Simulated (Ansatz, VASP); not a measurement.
## PIr: VASP beside Ansatz

File INCAR:

```
ALGO = Normal
EDIFF = 1E-6
ENCUT = 500
GGA = CA
GGA_COMPAT = False
ISIF = 2
ISMEAR = -1
LASPH = True
LCHARG = False
LREAL = False
LWAVE = False
NBANDS = 14
NELM = 120
PREC = Accurate
SIGMA = 0.08
```

Contents of KPOINTS:

```
k-points
0
Gamma
  14 14 14
```

POSCAR

```
PIr
1.0
    0.0000000000      2.0464760695      2.0464760695
    2.0464760695      0.0000000000      2.0464760695
    2.0464760695      2.0464760695      0.0000000000
Ir P
1 1
Direct
    0.0000000000      0.0000000000      0.0000000000
    0.5000000000      0.5000000000      0.5000000000
```

Input for Ansatz:

```yaml
crystal:
  lattice:
    - [0.0, 2.0464760695, 2.0464760695]
    - [2.0464760695, 0.0, 2.0464760695]
    - [2.0464760695, 2.0464760695, 0.0]
  atoms:
    - { symbol: Ir, position: [0.0, 0.0, 0.0] }
    - { symbol: P, position: [0.5, 0.5, 0.5] }
kpoints:
  mp_grid: { grid: [14, 14, 14] }
scf:
  occupations: { method: fermi_dirac, width: 0.08 }
hamiltonian:
  xc: lda
  pseudopotentials: { kind: paw }
output:
  forces: true
  stress: true
  eigenvalues: true
  populations: true
```

Change from the starting cell: volume scaled by 0.6, PAW files.

Alike in both runs: task single point; functional LDA; k mesh 14 × 14 × 14; occupations fermi-dirac, width 0.08 eV; no spin polarisation.

```csv
,VASP,Ansatz
version,VASP 6.6.1,Ansatz 0.2.0
potentials or method,"VASP PAW LDA potentials, release 64 (Ir, P)","PAW with Ansatz's default frozen-core files, scalar-relativistic"
plane-wave cutoff (eV),500,420
valence electrons in the cell,14,22
```

|  | VASP | Ansatz | Ansatz less VASP |
| --- | --- | --- | --- |
| pressure (GPa) | 404.7 | 389.9 | -14.75 |

LDA's correlation is that of Perdew and Zunger in VASP and of Perdew and Wang (1992) in Ansatz. Both programs put the cell under a high pressure, so it lies far from rest at this level. VASP's potentials hold 14 valence electrons a cell and Ansatz's 22, so a difference there can come from the potentials and not from the codes.

Neither program's run includes spin-orbit coupling. Noted on VASP's run: the cell as given lies far from equilibrium.
